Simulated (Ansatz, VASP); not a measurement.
## Zn in VASP and in Ansatz

```xyz
1
Lattice="-1.4654 1.5056 1.5458 1.4654 -1.5056 1.5458 1.4654 1.5056 -1.5458" Properties=species:S:1:pos:R:3 pbc="T T T"
Zn    0.0000    0.0000    0.0000
```

Change from the starting cell: normal strain along x -0.0267, normal strain along z +0.0267.

Alike in both runs: task single point; functional LDA; k mesh 20 × 20 × 20; occupations gaussian, width 0.15 eV; no spin polarisation.

```csv
,VASP,Ansatz
version,VASP 6.6.1,Ansatz 0.2.0
potentials or method,"VASP PAW LDA potentials, release 64 (Zn), cutoff 520 eV","scalar-relativistic, plane waves, PAW"
valence electrons in the cell,12,12
```

VASP gave:

```
gap on the k mesh at the Fermi level (eV)                     : none
pressure (GPa)                                                : 0.8
traceless stress, the component that is largest in VASP (GPa) : -1.52
```

Task: What did Ansatz give for the same quantities?

Result: gap on the k mesh at the Fermi level (eV): none; pressure (GPa): 0.1; traceless stress, the component that is largest in VASP (GPa): -1.53.

LDA's correlation is that of Perdew and Zunger in VASP and of Perdew and Wang (1992) in Ansatz. A gap of «none» marks a metal or a gap that the smearing closes.
